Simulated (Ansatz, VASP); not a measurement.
Two plane-wave programs on ZrB

File INCAR:

```
SYSTEM = ZrB
PREC     = Accurate       ! precision mode
ENCUT    = 520            ! plane-wave cutoff, eV
EDIFF    = 1E-6           ! SCF threshold, eV
ISMEAR   = 0              ! smearing method
SIGMA    = 0.05           ! smearing width, eV
LREAL    = .False.        ! projectors in reciprocal space
LASPH    = .True.         ! aspherical terms in the spheres
NELM     = 100            ! most SCF steps
ALGO     = Normal         ! electronic algorithm
ISIF     = 2              ! what is computed and relaxed
LWAVE    = .False.        ! write WAVECAR
LCHARG   = .False.        ! write CHGCAR
GGA      = PE             ! functional
NBANDS   = 14             ! bands
```

File KPOINTS:

```
regular mesh
0
Gamma
  8 8 8
  0 0 0
```

Contents of POSCAR:

```
ZrB
1.0
    0.0000000000      2.4225328489      2.4225328489
    2.4225328489      0.0000000000      2.4225328489
    2.4225328489      2.4225328489      0.0000000000
Zr B
1 1
Direct
    0.5000000000      0.5000000000      0.5000000000
    0.0000000000      0.0000000000      0.0000000000
```

Input for Ansatz:

```yaml
crystal:
  lattice:
    - [0.0, 2.4225328489, 2.4225328489]
    - [2.4225328489, 0.0, 2.4225328489]
    - [2.4225328489, 2.4225328489, 0.0]
  atoms:
    - { symbol: Zr, position: [0.5, 0.5, 0.5] }
    - { symbol: B, position: [0.0, 0.0, 0.0] }
basis:
  ecutwfc: 420
  ecutrho_ratio: 4
kpoints:
  mp_grid: { grid: [8, 8, 8] }
hamiltonian:
  xc: pbe
scf:
  occupations: { method: gaussian, width: 0.05 }
output:
  forces: true
  stress: true
  eigenvalues: true
```

Alike in both runs: task single point; functional PBE; k mesh 8 × 8 × 8; occupations gaussian, width 0.05 eV; no spin polarisation.

|  | VASP | Ansatz |
| --- | --- | --- |
| version | VASP 6.6.1 | Ansatz 0.2.0 |
| potentials or method | VASP PAW PBE potentials, release 64 (Zr_sv, B), cutoff 520 eV | scalar-relativistic, plane waves, PAW |
| valence electrons in the cell | 15 | 15 |

Ansatz gave:

| Property | Result |
| --- | --- |
| gap on the k mesh at the Fermi level (eV) | none |
| pressure (GPa) | 6.3 |

Q: Estimate VASP's values.

A: gap on the k mesh at the Fermi level (eV): none; pressure (GPa): 6.5.

A gap of «none» marks a metal or a gap that the smearing closes. With one functional, cell and mesh, what is left measures potentials, basis and numerics.
